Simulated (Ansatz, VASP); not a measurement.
# TaN: VASP beside Ansatz

```xyz
24
Lattice="2.8707 0.0000 0.0000 0.0000 7.7361 0.0000 0.0000 0.0000 25.8471" Properties=species:S:1:pos:R:3 pbc="T T T"
N     0.0000    2.7074    7.6985
N     0.0000    5.4664    8.6244
N     0.0000    0.5498    9.4028
N     0.0000    3.3277   10.3843
N     0.0000    6.0967   11.3180
N     0.0000    1.1129   12.2864
N     0.0000    3.8778   13.2488
N     0.0000    6.6279   14.1703
N     0.0000    1.6841   15.1449
N     0.0000    4.4256   16.1488
N     0.0000    7.1673   16.9821
N     0.0000    1.9967   17.9136
Ta    1.4354    1.2650    7.8948
Ta    1.4354    3.9240    8.7581
Ta    1.4354    6.6014    9.6820
Ta    1.4354    1.6645   10.6895
Ta    1.4354    4.4318   11.6419
Ta    1.4354    7.1931   12.5818
Ta    1.4354    2.2293   13.5636
Ta    1.4354    4.9748   14.5303
Ta    1.4354    0.0079   15.4299
Ta    1.4354    2.7512   16.5019
Ta    1.4354    5.5776   17.3726
Ta    1.4354    0.5420   18.1966
```

Alike in both runs: functional PBEsol; k mesh 12 × 5 × 1; occupations gaussian, width 0.1 eV; no spin polarisation.

Ansatz relaxed the structure, and its values are those at the end. VASP's run is a single point on that final structure, the one shown.

|  | VASP | Ansatz |
| --- | --- | --- |
| version | VASP 6.6.1 | Ansatz 0.2.0 |
| potentials or method | VASP PAW PBE potentials, release 64 (N, Ta_pv), cutoff 520 eV | scalar-relativistic, plane waves, PAW |
| valence electrons in the cell | 192 | 216 |

|  | VASP | Ansatz | Ansatz less VASP |
| --- | --- | --- | --- |
| gap on the k mesh at the Fermi level (eV) | none | none | - |
| rms of the force components (eV/Å) | 0.017 | 0.005 | -0.0119 |

VASP's potentials were made for PBE, not for PBEsol. A gap of «none» marks a metal or a gap that the smearing closes. With one functional, cell and mesh, what is left measures potentials, basis and numerics. VASP's potentials hold 192 valence electrons a cell and Ansatz's 216, so a difference there can come from the potentials and not from the codes. Ansatz's warnings: xc potential rough in thin density.

Spin-orbit coupling is off throughout.
